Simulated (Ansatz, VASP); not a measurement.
**Ge in VASP and in Ansatz**

INCAR

```
PREC = Accurate
ENCUT = 520
EDIFF = 1E-6
ISMEAR = -1
SIGMA = 0.01
LREAL = False
LASPH = True
NELM = 150
ALGO = Normal
ISIF = 2
LWAVE = False
LCHARG = False
ISPIN = 2
MAGMOM = 0.01
LORBIT = 11
GGA = PS
NBANDS = 17
ISYM = 0
```

KPOINTS

```
regular mesh
0
Gamma
  1 1 1
```

POSCAR

```
Ge
1.0
   14.0000000000      0.0000000000      0.0000000000
    0.0000000000     14.4000000000      0.0000000000
    0.0000000000      0.0000000000     14.8000000000
Ge
1
Direct
    0.5000000000      0.5000000000      0.5000000000
```

Input for Ansatz:

```yaml
crystal:
  lattice:
    - [14.0, 0.0, 0.0]
    - [0.0, 14.4, 0.0]
    - [0.0, 0.0, 14.8]
  atoms:
    - { symbol: Ge, position: [0.5, 0.5, 0.5], spin: 0.01 }
  symmetry: { detect: false, time_reversal: true }
hamiltonian:
  xc: pbesol
  pseudopotentials:
    kind: paw
    azcp:
      Ge: "pseudopotentials/Ge.paw.azcp"
basis:
  ecutwfc: 420
  fft_grid_basis: typed
kpoints:
  mp_grid: { grid: [1, 1, 1], shift: [0, 0, 0] }
magnetization:
  spin_polarized: true
scf:
  occupations: { method: fermi_dirac, width: 0.01 }
```

Alike in both runs: task single point; functional PBEsol; k mesh 1 × 1 × 1; occupations fermi-dirac, width 0.01 eV; collinear spin.

```csv
,VASP,Ansatz
version,VASP 6.6.1,Ansatz 0.2.0
potentials or method,"VASP PAW PBE potentials, release 64 (Ge_d), cutoff 520 eV","plane waves (420 eV) with PAW, scalar-relativistic"
valence electrons in the cell,14,14
```

|  | VASP | Ansatz | Ansatz less VASP |
| --- | --- | --- | --- |
| net moment per atom (μB) | 0.00 | 2.00 | +2.000 |
| size of the moment on the site where the two differ most (μB) | 0.00 | 2.00 | +2.000 |

The net moments are unlike, so the other rows may belong to different states. VASP's potentials were made for PBE, not for PBEsol, and Ansatz warns of the same on its side. Site moments also hang on the region over which each program counts them. Ansatz's warnings: negative readings unjudged, stability check not made.
